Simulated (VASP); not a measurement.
Mg3O4: single point with PBE

The system is Mg3O4.

```
Mg O
1.0
     4.21200    0.00000    0.00000
     0.00000    4.21200    0.00000
     0.00000    0.00000    4.21200
Mg O
3 4
Cartesian
  0.0000 2.1060 2.1060
  2.1060 0.0000 2.1060
  2.1060 2.1060 0.0000
  2.1060 2.1060 2.1060
  2.1060 0.0000 0.0000
  0.0000 2.1060 0.0000
  0.0000 0.0000 2.1060
```

| Item | Value |
| --- | --- |
| Program | VASP 6.6.1 |
| Task | single point |
| Functional | PBE |
| Potentials or basis | VASP PAW PBE potentials, release 64 (Mg, O) |
| Cutoff | 600 eV |
| k mesh | 1 × 1 × 1 |
| Occupations | fermi-dirac, width 0.01 eV |
| Spin | collinear spin |
| Starting moments | [0.0, 0.0, 0.0, 0.0, 0.5, 0.5, 0.5] μB |

```yaml
Net_moment: 2.00 μB per cell
Site_moments: Mg -0.01; O -0.46, +0.71 μB
Valence_electrons_inside_the_program's_atomic_spheres: Mg 0.29; O 4.99, 4.80
```

Levels at points of the mesh, in eV from the Fermi level:
Spin up:
| k point | band 13 | band 14 | band 15 | band 16 | band 17 | band 18 | band 19 | band 20 |
| --- | --- | --- | --- | --- | --- | --- | --- | --- |
| (0.00, 0.00, 0.00) | -1.35 | -0.01 | -0.01 | -0.01 | 6.41 | 11.46 | 11.46 | 11.88 |
Spin down:
| k point | band 11 | band 12 | band 13 | band 14 | band 15 | band 16 |
| --- | --- | --- | --- | --- | --- | --- |
| (0.00, 0.00, 0.00) | -0.45 | -0.45 | -0.45 | 1.51 | 1.51 | 1.51 |

Wall time 63 s on 1 thread of Intel Xeon 8259CL (shared host), peak memory 0.23 GiB.

Caveat: the k points lie up to 1.49 Å⁻¹ apart; the cell carries a net charge on a neutralising background, which shifts energy and pressure; the cell is charged against a uniform background, so pressure and absolute levels hang on convention.
